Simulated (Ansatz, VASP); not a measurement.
**One calculation of SnO2, two programs**

```
CELL_PARAMETERS angstrom
4.48321 0.00000 0.00000
0.00000 4.48321 0.00000
0.00000 0.00000 3.11465
ATOMIC_POSITIONS crystal
Sn 0.00000 0.00000 0.00000
Sn 0.50000 0.50000 0.50000
O 0.30536 0.30536 0.00000
O 0.69464 0.69464 0.00000
O 0.80536 0.19464 0.50000
O 0.19464 0.80536 0.50000
```

Change from the starting cell: volume scaled by 0.88, LAPW.

Alike in both runs: task single point; functional LDA; k mesh 8 × 8 × 11; occupations fermi-dirac, width 0.08 eV; no spin polarisation.

|  | VASP | Ansatz |
| --- | --- | --- |
| version | VASP 6.6.1 | Ansatz 0.2.0 |
| potentials or method | VASP PAW LDA potentials, release 64 (Sn_d, O), cutoff 520 eV | all-electron LAPW, scalar-relativistic |

VASP gave:

```
pressure (GPa)                                                : 37.5
traceless stress, the component that is largest in VASP (GPa) : 0.39
rms of the force components (eV/Å)                            : 0.009
```

Q: Which values does Ansatz return?

A: Pressure (GPa): 35.9; traceless stress, the component that is largest in VASP (GPa): 0.04; rms of the force components (eV/Å): 0.000.

LDA's correlation is that of Perdew and Zunger in VASP and of Perdew and Wang (1992) in Ansatz. Atom by atom the forces differ by 0.009 eV/Å (rms over components). Both programs put the cell under a high pressure, so it lies far from rest at this level. Ansatz ran all-electron here, and VASP with PAW potentials.
